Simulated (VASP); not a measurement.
# LiH (P3_221) in VASP: relaxation of cell and atoms with PBEsol

Aim: the relaxation of cell and atoms of LiH with PBEsol.

Everything below comes from runs of VASP 6.6.1. Logs are shortened: lines on timing, memory, paths and dates and some standing lists are left out, and cuts for length are marked.

## (1) The cell of the first run

It takes space group P3_221 (No. 154, trigonal). Conventional cell: a = 2.944 Å, b = 2.944 Å, c = 6.476 Å, α = 90.00°, β = 90.00°, γ = 120.00°. Li (site symmetry 2) has 2 H at 1.59 Å within 2.1 Å. H (site symmetry 2) has 2 Li at 1.59 Å within 2.1 Å.

## (2) Relaxation of cell and atoms, PBEsol

File INCAR:

```
SYSTEM = LiH
PREC = Accurate
ENCUT = 600
EDIFF = 1E-6
ISMEAR = -1
SIGMA = 0.03
LREAL = .False.
LASPH = .True.
NELM = 60
ALGO = Normal
ISIF = 3
LWAVE = .False.
LCHARG = .False.
GGA = PS
IBRION = 2
NSW = 100
EDIFFG = -0.01
```

File KPOINTS:

```
regular mesh
0
Gamma
  9 9 4
  0 0 0
```

File POSCAR:

```
LiH
1.0
    2.9443731200      0.0000000000      0.0000000000
   -1.4721865600      2.5499019200      0.0000000000
    0.0000000000      0.0000000000      6.4763137900
Li H
3 3
Direct
    0.2415500000      0.0000000000      0.6666666700
    0.7584500000      0.7584500000      0.0000000000
    0.0000000000      0.2415500000      0.3333333300
    0.5434880000      0.0000000000      0.1666666700
    0.4565120000      0.4565120000      0.5000000000
    0.0000000000      0.5434880000      0.8333333300
```

Potentials or basis: VASP PAW PBE potentials, release 64 (Li_sv, H).

On the command line:

```sh
$ cat potpaw_PBE.64/Li_sv/POTCAR potpaw_PBE.64/H/POTCAR > POTCAR
$ mpirun -np 1 vasp_std > vasp.out
```

OUTCAR:

```text
SYSTEM = LiH
   PREC = Accurate
   ENCUT = 600
   EDIFF = 1E-6
   ISMEAR = -1
   LREAL = .False.
   LASPH = .True.
   NELM = 60
   ISIF = 3
   GGA = PS
   IBRION = 2
   NSW = 100
   EDIFFG = -0.01

 ion  position               nearest neighbor table
   1  0.242  0.000  0.667-   6 1.59   5 1.59   2 2.49   3 2.49
   2  0.758  0.758  0.000-   4 1.59   6 1.59   3 2.49   1 2.49
   3  0.000  0.242  0.333-   4 1.59   5 1.59   2 2.49   1 2.49
   4  0.543  0.000  0.167-   3 1.59   2 1.59
   5  0.457  0.457  0.500-   1 1.59   3 1.59
   6  0.000  0.543  0.833-   1 1.59   2 1.59

  LATTYP: Found a hexagonal cell.
 ALAT       =     2.9443731200
 C/A-ratio  =     2.1995560773

  Lattice vectors:

 A1 = (   2.9443731200,   0.0000000000,   0.0000000000)
 A2 = (  -1.4721865600,   2.5499019200,   0.0000000000)
 A3 = (   0.0000000000,   0.0000000000,   6.4763137900)

Analysis of symmetry for initial positions (statically):
=====================================================================
 Subroutine PRICEL returns:
 Original cell was already a primitive cell.

 Routine SETGRP: Setting up the symmetry group for a
 hexagonal supercell.

 Subroutine GETGRP returns: Found  6 space group operations
 (whereof  2 operations were pure point group operations)
 out of a pool of 24 trial point group operations.

The static configuration has the point symmetry C_2 .
 The point group associated with its full space group is D_3 .

Analysis of symmetry for dynamics (positions and initial velocities):
=====================================================================
 Subroutine PRICEL returns:
 Original cell was already a primitive cell.

 Routine SETGRP: Setting up the symmetry group for a
 hexagonal supercell.

 Subroutine GETGRP returns: Found  6 space group operations
 (whereof  2 operations were pure point group operations)
 out of a pool of 24 trial point group operations.

The dynamic configuration has the point symmetry C_2 .
 The point group associated with its full space group is D_3 .

 Subroutine INISYM returns: Found  6 space group operations
 (whereof  2 operations are pure point group operations),
 and found     1 'primitive' translations

----------------------------------------------------------------------------------------

                                     Primitive cell

  volume of cell :      48.6233

  direct lattice vectors                    reciprocal lattice vectors
     2.944373120  0.000000000  0.000000000     0.339630869  0.196085973  0.000000000
    -1.472186560  2.549901920  0.000000000     0.000000000  0.392171947  0.000000000
[... 96 lines left out ...]
   NSW    =    100    number of steps for IOM
   IBRION =      2    ionic relax: 0-MD 1-quasi-New 2-CG
   NFREE  =      1    steps in history (QN), initial steepest desc. (CG)
   ISIF   =      3    stress and relaxation
   ISYM   =      2    0-nonsym 1-usesym 2-fastsym
   POTIM  = 0.5000    time-step for ionic-motion
   TEBEG  =    0.0;   TEEND  =   0.0 temperature during run
   PSTRESS=    0.0 pullay stress
   NELECT =      12.0000    total number of electrons
   NUPDOWN=      -1.0000    fix difference up-down
   EMIN   =  10.00;   EMAX   =-10.00  energy-range for DOS
   EFERMI =   0.00;   METHOD = LEGACY
   ISMEAR =    -1;   SIGMA  =   0.03  broadening in eV -4-tet -1-fermi 0-gaus
   EFERMI_NEDOS =   21; number of points for ismear=-14 and -15
   IALGO  =     38    algorithm
   IMIX   =      4    mixing-type and parameters
     AMIX     =   0.40;   BMIX     =  1.00
     AMIX_MAG =   1.60;   BMIX_MAG =  1.00
  volume/ion in A,a.u.               =       8.10        54.69
  Fermi-wavevector in a.u.,A,eV,Ry     =   1.026882  1.940525 14.347160  1.054486
  Thomas-Fermi vector in A             =   2.160798
   LORBIT       =      0    0 simple, 1 ext, 2 COOP (PROOUT), +10 PAW based schemes
   GGA     = PS    functional components
   LHFCALC =     F    Hartree Fock is set to
   AEXX    =    0.0000 exact exchange contribution
   IVDW    =     0    specifies the selected vdW correction
   LEPSILON=     F    determine dielectric tensor
   LRPA    =     F    only Hartree local field effects (RPA)
 conjugate gradient relaxation of ions
 non-spin polarized calculation
  energy-cutoff  :      600.00
  volume of cell :       48.62
 maximum number of plane-waves:      1635
   NGX = 11   NGY = 11   NGZ = 25

--------------------------------------- Ionic step        1  -------------------------------------------

 number of electron      11.9999987 magnetization

 Free energy of the ion-electron system (eV)
  ---------------------------------------------------
  ext. energy  EPLUGINS =         0.00000000
  ---------------------------------------------------
  free energy    TOTEN  =       -16.91590833 eV

  energy without entropy =      -16.91590833  energy(sigma->0) =      -16.91590833

------------------------ aborting loop because EDIFF is reached ----------------------------------------

  FORCE on cell =-STRESS in cart. coord.  units (eV):
  Direction    XX          YY          ZZ          XY          YZ          ZX
  --------------------------------------------------------------------------------------
  -------------------------------------------------------------------------------------
  Total        0.3889623      0.3889623      6.0792312     -0.0000000     -0.0000000     -0.0000000
  in kB       12.8166319     12.8166319    200.3157247     -0.0000000     -0.0000000     -0.0000000
  external PRESSURE =      75.3163295 kB  Pullay stress =       0.0000000 kB
[... 734 lines left out ...]
 k-point    24 :      -0.1111    0.3333    0.2500
  band No.  band energies     occupation
      1     -44.2953      2.00000
      2     -44.2864      2.00000
      3     -44.2781      2.00000
      4      -4.0610      2.00000
      5      -3.1252      2.00000
      6      -1.9160      2.00000
      7       4.7595      0.00000
      8       5.9758      0.00000
      9       7.0977      0.00000
     10       7.8368      0.00000

 [... further k-points ...]

[... ionic steps 4 to 16 ...]

--------------------------------------- Ionic step       17  -------------------------------------------

 number of electron      12.0000007 magnetization

------------------------ aborting loop because EDIFF is reached ----------------------------------------
[... 75 lines left out ...]
--------------------------------------- Ionic step       19  -------------------------------------------

 number of electron      12.0000003 magnetization

 Free energy of the ion-electron system (eV)
  ---------------------------------------------------
  ext. energy  EPLUGINS =         0.00000000
  ---------------------------------------------------
  free energy    TOTEN  =       -18.36611676 eV

  energy without entropy =      -18.36611676  energy(sigma->0) =      -18.36611676

 E-fermi :   1.0151     XC(G=0):  -8.6951

 val. band max:        0.2021918719   @ k =   0.4444   0.1111   0.0000
 cond. band min:       3.2342110515   @ k =   0.4444   0.1111   0.0000
 fundamental gap:      3.0320191796
 Fermi energy:         1.0150907569
[... 345 lines left out ...]
  FREE ENERGIE OF THE ION-ELECTRON SYSTEM (eV)
  ---------------------------------------------------
  free  energy   TOTEN  =       -18.3661167601 eV

  energy  without entropy=      -18.3661167601  energy(sigma->0) =      -18.36611676

 reached required accuracy - stopping structural energy minimisation
```

OSZICAR:

```text
N       E                     dE             d eps       ncg     rms          rms(c)
DAV:   1     0.327003698307E+02    0.32700E+02   -0.63016E+03   860   0.135E+03
DAV:   2    -0.100660854196E+02   -0.42766E+02   -0.40998E+02   982   0.215E+02
[... 168 lines left out ...]
  18 F= -.18365897E+02 E0= -.18365897E+02  d E =-.315919E-03
       N       E                     dE             d eps       ncg     rms          rms(c)
DAV:   1    -0.183653280051E+02    0.56864E-03   -0.59183E-01   860   0.882E+00    0.851E-02
DAV:   2    -0.183661007513E+02   -0.77275E-03   -0.77559E-03  1022   0.975E-01    0.564E-02
DAV:   3    -0.183661164062E+02   -0.15655E-04   -0.32981E-04  1458   0.171E-01    0.588E-03
DAV:   4    -0.183661167601E+02   -0.35386E-06   -0.29781E-06  1106   0.157E-02
  19 F= -.18366117E+02 E0= -.18366117E+02  d E =-.535993E-03
```

CONTCAR:

```text
LiH
   1.00000000000000
     2.8119842810467244    0.0000000000000002   -0.0000000000000000
    -1.4059921405233622    2.4352498223127417    0.0000000000000000
     0.0000000000000000    0.0000000000000000    6.8752566884101567
  Li              H
     3     3
Direct
     0.3330872273726935    0.0000000000000000    0.6666666699999979
     0.6669127726272521    0.6669127726271972    0.0000000000000000
     0.0000000000000548    0.3330872273728028    0.3333333300000021
     0.3343446645509598    0.0000000000000000    0.1666666699999979
     0.6656553354492986    0.6656553354495642    0.5000000000000000
     0.9999999999997343    0.3343446645504286    0.8333333300000021

  0.00000000E+00  0.00000000E+00  0.00000000E+00
  0.00000000E+00  0.00000000E+00  0.00000000E+00
  0.00000000E+00  0.00000000E+00  0.00000000E+00
  0.00000000E+00  0.00000000E+00  0.00000000E+00
  0.00000000E+00  0.00000000E+00  0.00000000E+00
  0.00000000E+00  0.00000000E+00  0.00000000E+00
```

Wall time 3.5 min (1 thread of Intel Xeon Platinum 8259CL at 2.50GHz (Skylake/Cascade Lake), shared host); peak memory 0.18 GiB.

Results:

```yaml
Free_energy: -18.3661 eV
Relaxed_volume: 7.85 Å³/atom
Relaxed_cell: a = 2.812 Å, b = 2.812 Å, c = 6.875 Å, α = 90.00°, β = 90.00°, γ = 120.00°
Space_group_after_relaxing_to_0.05_Å: Fm-3m (No. 225)
Energy_gained_by_relaxing: 241.7 meV/atom
Ionic_steps: 19
Pressure_after_relaxing: 0.0 GPa
Largest_force_after_relaxing: 0.006 eV/Å
Band_gap_on_the_k_mesh: 3.03 eV, direct
```

Forces in eV/Å, atoms in the order of the input:
```
Li  -0.001  0.000  0.000
Li   0.001  0.001  0.000
Li   0.001 -0.001  0.000
H   -0.006  0.000  0.000
H    0.003  0.005  0.000
H    0.003 -0.005  0.000
```

Step by step:
| step | energy change (eV) | largest force (eV/Å) | pressure (GPa) | volume (Å³) |
| --- | --- | --- | --- | --- |
| 1 | 0.0000 | 1.4683 | 7.53 | 48.62 |
| 2 | -0.5013 | 1.0623 | 2.88 | 51.32 |
| 3 | -0.9164 | 0.5643 | -2.60 | 56.21 |
| 4 | -0.9490 | 0.4579 | -3.75 | 57.70 |
| 5 | -0.9515 | 0.4352 | -4.00 | 58.05 |
| 6 | -1.0644 | 0.4177 | -3.45 | 55.68 |
| 7 | -1.3012 | 0.2719 | -0.70 | 48.94 |
| 8 | -0.8704 | 0.6256 | 14.56 | 37.13 |
| 9 | -1.3182 | 0.2331 | 0.96 | 46.64 |
| 10 | -1.3226 | 0.2053 | 2.37 | 44.98 |
| 11 | -1.3856 | 0.2283 | 1.88 | 45.28 |
| 12 | -1.4040 | 0.2430 | 1.60 | 45.53 |
| 13 | -1.4396 | 0.1154 | -0.15 | 47.37 |
| 14 | -1.4432 | 0.0686 | -0.80 | 48.18 |
| 15 | -1.4490 | 0.0309 | -0.23 | 47.39 |
| 16 | -1.4497 | 0.0190 | 0.08 | 46.99 |
| 17 | -1.4497 | 0.0183 | 0.06 | 47.01 |
| 18 | -1.4500 | 0.0137 | 0.04 | 47.04 |
| 19 | -1.4502 | 0.0058 | 0.00 | 47.08 |

Final structure:
```
CELL_PARAMETERS angstrom
2.81198 0.00000 0.00000
-1.40599 2.43525 0.00000
0.00000 0.00000 6.87526
ATOMIC_POSITIONS crystal
Li 0.33309 0.00000 0.66667
Li 0.66691 0.66691 0.00000
Li 0.00000 0.33309 0.33333
H 0.33434 0.00000 0.16667
H 0.66566 0.66566 0.50000
H 0.00000 0.33434 0.83333
```

Levels at points of the mesh, in eV from the valence-band top:
```csv
k point,band 2,band 3,band 4,band 5,band 6,band 7,band 8,band 9,band 10
"(0.00, 0.00, 0.00)",-43.56,-43.56,-5.57,-3.74,-3.74,7.32,7.32,14.50,14.50
"(0.00, 0.00, 0.50)",-43.59,-43.55,-5.07,-5.07,-2.69,4.85,12.66,12.66,13.84
```

Caveat: the cutoff is under 1.25 times the usual one of these potentials, so pressure, stress and relaxed cells hold a basis-set (Pulay) error; the PAW data sets were made with another functional, which shifts forces and pressure a little.
